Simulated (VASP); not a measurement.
A run of VASP 6.6.1:

File POSCAR:

```
CdTe
1.0
    0.0000000000      3.2050000000      3.2050000000
    3.2050000000      0.0000000000      3.2050000000
    3.2050000000      3.2050000000      0.0000000000
Te Cd
1 1
Direct
    0.7500000000      0.7500000000      0.7500000000
    0.0000000000      0.0000000000      0.0000000000
```

Contents of INCAR.step1:

```
  PREC = Accurate
  ENCUT = 520
  ISMEAR = -1
  SIGMA = 0.05
  LREAL = F
  LASPH = T
  NELM = 150
  LNONCOLLINEAR = T
  MAGMOM = 0 0 0 0 0 0
  LSORBIT = T
  GGA_COMPAT = F
  NBANDS = 30
  GGA = PE
  ALGO = Normal
  EDIFF = 1E-4
  LWAVE = T
  LCHARG = F
```

File INCAR.step2:

```
  PREC = Accurate
  ENCUT = 520
  EDIFF = 1E-6
  ISMEAR = -1
  SIGMA = 0.05
  LREAL = F
  LASPH = T
  NELM = 150
  ALGO = Normal
  ISIF = 2
  LWAVE = F
  LCHARG = T
  LNONCOLLINEAR = T
  MAGMOM = 0 0 0 0 0 0
  LORBIT = 11
  LSORBIT = T
  GGA_COMPAT = F
  LORBMOM = T
  METAGGA = R2SCAN
  LMIXTAU = T
  LVHAR = T
  NBANDS = 30
  ISTART = 1
```

KPOINTS

```
Automatic mesh
0
Gamma
  5 5 5
```

Potentials or basis: VASP PAW PBE potentials, release 64 (Te, Cd).

Command:

```sh
$ cat potpaw_PBE.64/Te/POTCAR potpaw_PBE.64/Cd/POTCAR > POTCAR
$ cp INCAR.step1 INCAR
$ mpirun -np 1 vasp_ncl > vasp.out
$ cp INCAR.step2 INCAR
$ mpirun -np 1 vasp_ncl > vasp.out
```

Hardware: 1 thread of Intel Xeon 8259CL (shared host).

Estimate the wall time of this run.

Wall time 11 min on 1 thread of Intel Xeon 8259CL, with other jobs on the host, peak memory 0.48 GiB. Counts: k points 14.
